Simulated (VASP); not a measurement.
Input of a VASP 6.6.1 run:

Contents of INCAR:

```
PREC = Accurate
ENCUT = 520
EDIFF = 1E-6
ISMEAR = -1
SIGMA = 0.02
LREAL = F
LASPH = T
NELM = 100
ALGO = Normal
ISIF = 2
LWAVE = F
LCHARG = F
GGA = PE
NBANDS = 30
```

Contents of KPOINTS:

```
regular mesh
0
Gamma
  4 4 4
```

POSCAR

```
CsPbBr3
1.0
    5.9429132838      0.0000000000      0.0000000000
    0.0000000000      6.0350284397      0.0000000000
    0.0000000000      0.0000000000      5.9429132838
Cs Pb Br
1 1 3
Direct
    0.0000000000      0.0000000000      0.0000000000
    0.5000000000      0.5000000000      0.5000000000
    0.0000000000      0.5000000000      0.5000000000
    0.5000000000      0.0000000000      0.5000000000
    0.5000000000      0.5000000000      0.0000000000
```

Potentials or basis: VASP PAW PBE potentials, release 64 (Cs_sv, Pb_d, Br).

Launch:

```bash
$ cat potpaw_PBE.64/Cs_sv/POTCAR potpaw_PBE.64/Pb_d/POTCAR potpaw_PBE.64/Br/POTCAR > POTCAR
$ mpirun -np 1 vasp_std > vasp.out
```

**Question.** What does it give for the band gap on the k mesh?

**Answer.** 1.66 eV.

**Question.** Predict the pressure.

**Answer.** 0.4 GPa.

Stress tensor (GPa, compression positive):
```
 0.56  0.00  0.00
 0.00 -0.03  0.00
 0.00  0.00  0.56
```

Caveat: the cell differs from its parent crystal (uniaxial y strain +1.6%); spin-orbit coupling is left out, which moves the levels of the heavy elements. A k mesh can miss the band edges.
